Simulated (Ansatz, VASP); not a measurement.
## TiMoSe3 in VASP and in Ansatz

```xyz
10
Lattice="-3.1513 5.4582 0.0000 -6.3025 0.0000 0.0000 -3.1513 1.8194 5.8568" Properties=species:S:1:pos:R:3 pbc="T T T"
Ti   -3.1513    1.8194    0.0887
Ti   -9.4538    5.4582    5.7681
Mo   -9.4538    5.4582    2.9895
Mo   -3.1513    1.8194    2.8673
Se   -5.2420    5.3845    1.4744
Se   -5.3210    1.8475    1.4744
Se   -8.3447    3.6844    1.4744
Se   -7.3631    1.8931    4.3824
Se   -7.2841    5.4301    4.3824
Se   -4.2604    3.5932    4.3824
```

Alike in both runs: task single point; functional PBE; k mesh 6 × 6 × 6; occupations gaussian, width 0.2 eV; no spin polarisation.

```csv
,VASP,Ansatz
version,VASP 6.6.1,Ansatz 0.2.0
potentials or method,"VASP PAW PBE potentials, release 64 (Ti_sv, Mo_sv, Se), cutoff 520 eV","scalar-relativistic, plane waves, PAW"
valence electrons in the cell,88,148
```

Ansatz gave:

```
gap on the k mesh at the Fermi level (eV) : none
pressure (GPa)                            : 0.1
rms of the force components (eV/Å)        : 0.009
```

Estimate VASP's values.

gap on the k mesh at the Fermi level (eV): none; pressure (GPa): 0.2; rms of the force components (eV/Å): 0.011.

Atom by atom the forces differ by 0.006 eV/Å (rms over components). A gap of «none» marks a metal or a gap that the smearing closes. With one functional, cell and mesh, what is left measures potentials, basis and numerics. VASP's potentials hold 88 valence electrons a cell and Ansatz's 148, so a difference there can come from the potentials and not from the codes.
